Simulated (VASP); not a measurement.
# Zr (P6_3/mmc) in VASP: vibrations by perturbation theory with LDA

Aim: the vibrations by perturbation theory of Zr with LDA.

Everything below comes from runs of VASP 6.6.1. Logs are shortened: lines on timing, memory, paths and dates and some standing lists are left out, and cuts for length are marked.

### Step 1. The cell of the first run

It takes space group P6_3/mmc (No. 194, hexagonal). The conventional cell has a = 3.142 Å, b = 3.142 Å, c = 5.106 Å, α = 90.00°, β = 90.00°, γ = 120.00°. Within 4.1 Å of Zr (site symmetry -6m2) lie 12 Zr at 3.13 to 3.14 Å.

### Step 2. Vibrations by perturbation theory, LDA

Input file INCAR:

```
SYSTEM = Zr
ALGO     = Normal         ! electronic algorithm
EDIFF    = 1E-8           ! SCF threshold, eV
ENCUT    = 520            ! plane-wave cutoff, eV
GGA      = CA             ! functional
IBRION   = 8              ! ionic algorithm
ISIF     = 2              ! what is computed and relaxed
ISMEAR   = -1             ! smearing method
LASPH    = .TRUE.         ! aspherical terms in the spheres
LCHARG   = .FALSE.        ! write CHGCAR
LREAL    = .FALSE.        ! projectors in reciprocal space
LWAVE    = .FALSE.        ! write WAVECAR
NELM     = 100            ! most SCF steps
NSW      = 1              ! ionic steps
PREC     = Accurate       ! precision mode
SIGMA    = 0.15           ! smearing width, eV
```

Input file KPOINTS:

```
k-points
0
G
  12 12 8
  0 0 0
```

Input file POSCAR:

```
Zr
1.0
    3.1421410879      0.0000000028      0.0000000000
   -1.5710705464      2.7211740030      0.0000000000
    0.0000000000      0.0000000000      5.1064743966
Zr
2
Direct
    0.3333333333      0.6666666667      0.2500000000
    0.6666666667      0.3333333333      0.7500000000
```

Potentials or basis: VASP PAW LDA potentials, release 64 (Zr_sv).

Command:

```sh
$ cat potpaw_LDA.64/Zr_sv/POTCAR > POTCAR
$ mpirun -np 1 vasp_std > vasp.out
```

OUTCAR:

```text
SYSTEM = Zr
   EDIFF = 1E-8
   ENCUT = 520
   GGA = CA
   IBRION = 8
   ISIF = 2
   ISMEAR = -1
   LASPH = .TRUE.
   LREAL = .FALSE.
   NELM = 100
   NSW = 1
   PREC = Accurate

 ion  position               nearest neighbor table
   1  0.333  0.667  0.250-   2 3.13   2 3.13   2 3.13   2 3.13   2 3.13   2 3.13
   2  0.667  0.333  0.750-   1 3.13   1 3.13   1 3.13   1 3.13   1 3.13   1 3.13

  LATTYP: Found a hexagonal cell.
 ALAT       =     3.1421410879
 C/A-ratio  =     1.6251575769

  Lattice vectors:

 A1 = (   3.1421410879,   0.0000000028,   0.0000000000)
 A2 = (  -1.5710705464,   2.7211740030,   0.0000000000)
 A3 = (   0.0000000000,   0.0000000000,   5.1064743966)

Analysis of symmetry for initial positions (statically):
=====================================================================
 Subroutine PRICEL returns:
 Original cell was already a primitive cell.

 Routine SETGRP: Setting up the symmetry group for a
 hexagonal supercell.

 Subroutine GETGRP returns: Found 24 space group operations
 (whereof 12 operations were pure point group operations)
 out of a pool of 24 trial point group operations.

The static configuration has the point symmetry D_3d.
 The point group associated with its full space group is D_6h.

Analysis of symmetry for dynamics (positions and initial velocities):
=====================================================================
 Subroutine PRICEL returns:
 Original cell was already a primitive cell.

 Routine SETGRP: Setting up the symmetry group for a
 hexagonal supercell.

 Subroutine GETGRP returns: Found 24 space group operations
 (whereof 12 operations were pure point group operations)
 out of a pool of 24 trial point group operations.

The dynamic configuration has the point symmetry D_3d.
 The point group associated with its full space group is D_6h.

 Subroutine INISYM returns: Found 24 space group operations
 (whereof 12 operations are pure point group operations),
 and found     1 'primitive' translations

----------------------------------------------------------------------------------------

                                     Primitive cell

  volume of cell :      43.6620

  direct lattice vectors                    reciprocal lattice vectors
     3.142141088  0.000000003  0.000000000     0.318254328  0.183744222  0.000000000
    -1.571070546  2.721174003  0.000000000    -0.000000000  0.367488444  0.000000000
     0.000000000  0.000000000  5.106474397     0.000000000  0.000000000  0.195829827

  length of vectors
     3.142141088  3.142141088  5.106474397     0.367488444  0.367488444  0.195829827

  position of ions in fractional coordinates (direct lattice)
     0.333333333  0.666666667  0.250000000
     0.666666667  0.333333333  0.750000000

  ion indices of the primitive-cell ions
   primitive index   ion index
                 1           1
                 2           2

----------------------------------------------------------------------------------------

 KPOINTS: k-points

Automatic generation of k-mesh.
 Grid dimensions read from file:
 generate k-points for:   12   12    8

 Generating k-lattice:

  Cartesian coordinates                     Fractional coordinates (reciprocal lattice)
     0.026521194  0.015312019  0.000000000     0.083333333 -0.000000000  0.000000000
    -0.000000000  0.030624037  0.000000000     0.000000000  0.083333333  0.000000000
     0.000000000  0.000000000  0.024478728     0.000000000  0.000000000  0.125000000

  Length of vectors
     0.030624037  0.030624037  0.024478728

  Shift w.r.t. Gamma in fractional coordinates (k-lattice)
     0.000000000  0.000000000  0.000000000
[... 90 lines left out ...]

 number of electron      23.9999999 magnetization

 Free energy of the ion-electron system (eV)
  ---------------------------------------------------
  ext. energy  EPLUGINS =         0.00000000
  ---------------------------------------------------
  free energy    TOTEN  =       -18.66252204 eV

  energy without entropy =      -18.49585936  energy(sigma->0) =      -18.57919070

 E-fermi :   9.4631     XC(G=0): -11.5892

 val. band max:        9.4605859741   @ k =   0.0833   0.0833   0.1250
 cond. band min:       9.4843928100   @ k =   0.0000   0.0000   0.5000
 fundamental gap:      0.0238068359
 Fermi energy:         9.4630610024

 k-point     1 :       0.0000    0.0000    0.0000
  band No.  band energies     occupation
      1     -38.9034      2.00000
      2     -38.7118      2.00000
      3     -17.6737      2.00000
      4     -16.6033      2.00000
      5     -16.6033      2.00000
      6     -16.4658      2.00000
[... 433 lines left out ...]
      3     -17.4005      2.00000
      4     -17.2133      2.00000
      5     -17.1297      2.00000
      6     -16.7986      2.00000
[... 8 lines left out ...]
     15      10.7423      0.00040
     16      13.1854      0.00000

 [... further k-points ...]

------------------------ aborting loop because EDIFF is reached ----------------------------------------

  FORCE on cell =-STRESS in cart. coord.  units (eV):
  Direction    XX          YY          ZZ          XY          YZ          ZX
  --------------------------------------------------------------------------------------
  -------------------------------------------------------------------------------------
  Total        0.0072349      0.0072349      0.0213273     -0.0000000      0.0000000      0.0000000
  in kB        0.2654839      0.2654839      0.7826071     -0.0000000      0.0000000      0.0000000
  external PRESSURE =       0.4378583 kB  Pullay stress =       0.0000000 kB

 VOLUME and BASIS-vectors are now :
 -----------------------------------------------------------------------------
  energy-cutoff  :      520.00
  volume of cell :       43.66
      direct lattice vectors                 reciprocal lattice vectors
     3.142141088  0.000000003  0.000000000     0.318254328  0.183744222  0.000000000
    -1.571070546  2.721174003  0.000000000    -0.000000000  0.367488444  0.000000000
     0.000000000  0.000000000  5.106474397     0.000000000  0.000000000  0.195829827

 POSITION                                       TOTAL-FORCE (eV/Angst)
 -----------------------------------------------------------------------------------
     -0.00000      1.81412      1.27662         0.000000     -0.000000      0.000000
      1.57107      0.90706      3.82986        -0.000000      0.000000      0.000000
 -----------------------------------------------------------------------------------
    total drift:                               -0.000000      0.000000     -0.000000

  FREE ENERGIE OF THE ION-ELECTRON SYSTEM (eV)
  ---------------------------------------------------
  free  energy   TOTEN  =       -18.6625220446 eV

  energy  without entropy=      -18.4958593628  energy(sigma->0) =      -18.57919070

[... ionic steps 2 to 3 ...]

--------------------------------------- Ionic step        4  -------------------------------------------

------------------------ aborting loop because EDIFF is reached ----------------------------------------

[... ionic steps 5 to 5 ...]

--------------------------------------- Ionic step        6  -------------------------------------------

 Free energy of the ion-electron system (eV)
  ---------------------------------------------------
  ---------------------------------------------------
  free energy    TOTEN  =        -0.73565882 eV

  energy without entropy =       -0.73565882

------------------------ aborting loop because EDIFF is reached ----------------------------------------

 INTERNAL STRAIN TENSOR  FOR ION    1  DIRECTION 3   (eV/Angst):
 -----------------------------------------------------------------------------
    -0.06823  0.00000 -0.00000
     0.00000 -0.06823  0.00000
    -0.00000 -0.00000  0.14391

 INTERNAL STRAIN TENSOR FOR ION    2 for displacements in x,y,z  (eV/Angst):
          X           Y           Z          XY          YZ          ZX
  --------------------------------------------------------------------------------
  x    -0.00000     0.00000    -0.00000     1.28306     0.00000     0.00000
  y     1.28306    -1.28306    -0.00000     0.00000     0.00000     0.00000
  z    -0.00000     0.00000     0.00000     0.00000    -0.00000     0.00000

 SECOND DERIVATIVES (NOT SYMMETRIZED)
 ------------------------------------
               1X          1Y          1Z          2X          2Y          2Z
  1X    -0.319585    0.000000    0.000000    0.319585   -0.000000    0.000000
  1Y     0.000000   -0.319585    0.000000   -0.000000    0.319585    0.000000
  1Z     0.000000   -0.000000   -4.947459   -0.000000    0.000000    4.947459
  2X     0.319585   -0.000000    0.000000   -0.319585    0.000000    0.000000
  2Y    -0.000000    0.319585    0.000000    0.000000   -0.319585    0.000000
  2Z    -0.000000    0.000000    4.947459    0.000000   -0.000000   -4.947459

 Eigenvectors and eigenvalues of the dynamical matrix
 ----------------------------------------------------

   1 f  =    5.148755 THz    32.350585 2PiTHz  171.743997 cm-1    21.293532 meV
             X         Y         Z           dx          dy          dz
     -0.000000  1.814116  1.276619    -0.000000    0.000000    0.707107
      1.571071  0.907058  3.829856     0.000000   -0.000000   -0.707107
[... 11 lines left out ...]
   4 f  =    0.000000 THz     0.000000 2PiTHz    0.000001 cm-1     0.000000 meV
             X         Y         Z           dx          dy          dz
     -0.000000  1.814116  1.276619     0.072259   -0.701098    0.056919
      1.571071  0.907058  3.829856     0.072259   -0.701098    0.056919

   5 f/i=    0.000000 THz     0.000000 2PiTHz    0.000000 cm-1     0.000000 meV
             X         Y         Z           dx          dy          dz
     -0.000000  1.814116  1.276619     0.703405    0.071957   -0.006647
      1.571071  0.907058  3.829856     0.703405    0.071957   -0.006647

   6 f/i=    0.000000 THz     0.000000 2PiTHz    0.000002 cm-1     0.000000 meV
             X         Y         Z           dx          dy          dz
     -0.000000  1.814116  1.276619    -0.000799   -0.057300   -0.704781
      1.571071  0.907058  3.829856    -0.000799   -0.057300   -0.704781

--------------------------------------------------------------------------------------------------------

 ELASTIC MODULI CONTR FROM IONIC RELAXATION (kBar)
 Direction    XX          YY          ZZ          XY          YZ          ZX
 --------------------------------------------------------------------------------
 XX        -189.0242    189.0242      0.0000      0.0000     -0.0000      0.0000
 YY         189.0242   -189.0242     -0.0000      0.0000      0.0000     -0.0000
 ZZ           0.0000     -0.0000     -0.0000      0.0000      0.0000     -0.0000
 XY           0.0000      0.0000      0.0000   -189.0242     -0.0000      0.0000
 YZ          -0.0000      0.0000      0.0000     -0.0000     -0.0000      0.0000
 ZX           0.0000     -0.0000     -0.0000      0.0000      0.0000     -0.0000
 --------------------------------------------------------------------------------
```

Run time: 8.9 min. Hardware: 1 thread of AMD EPYC 9R45 (Zen 5), shared host; peak memory 0.52 GiB.

What came out:

```yaml
Highest_phonon_frequency_at_Γ: 172 cm⁻¹
```

Phonon frequencies in cm⁻¹ (negative: imaginary):
| q point | frequencies |
| --- | --- |
| (0.000, 0.000, 0.000) | 0 0 0 44 44 172 |
